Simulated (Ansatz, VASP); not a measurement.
# Two plane-wave programs on BiMo

```
CELL_PARAMETERS angstrom
4.60065 0.00000 0.00000
-2.30032 3.98428 0.00000
0.00000 0.00000 5.13979
ATOMIC_POSITIONS crystal
Mo 0.00000 0.00000 0.00000
Mo 0.00000 0.00000 0.50000
Bi 0.33333 0.66667 0.25000
Bi 0.66667 0.33333 0.75000
```

Alike in both runs: task single point; functional LDA; k mesh 10 × 10 × 6; occupations gaussian, width 0.05 eV; no spin polarisation.

```csv
,VASP,Ansatz
version,VASP 6.6.1,Ansatz 0.2.0
potentials or method,"VASP PAW LDA potentials, release 64 (Mo_sv, Bi_d), cutoff 520 eV","scalar-relativistic, plane waves, PAW"
valence electrons in the cell,58,58
```

```csv
,VASP,Ansatz,Ansatz less VASP
gap on the k mesh at the Fermi level (eV),none,none,-
pressure (GPa),-6.6,-6.9,-0.33
"traceless stress, the component that is largest in VASP (GPa)",-0.49,-0.62,-0.131
```

LDA's correlation is that of Perdew and Zunger in VASP and of Perdew and Wang (1992) in Ansatz. A gap of «none» marks a metal or a gap that the smearing closes.

Neither program's run includes spin-orbit coupling.
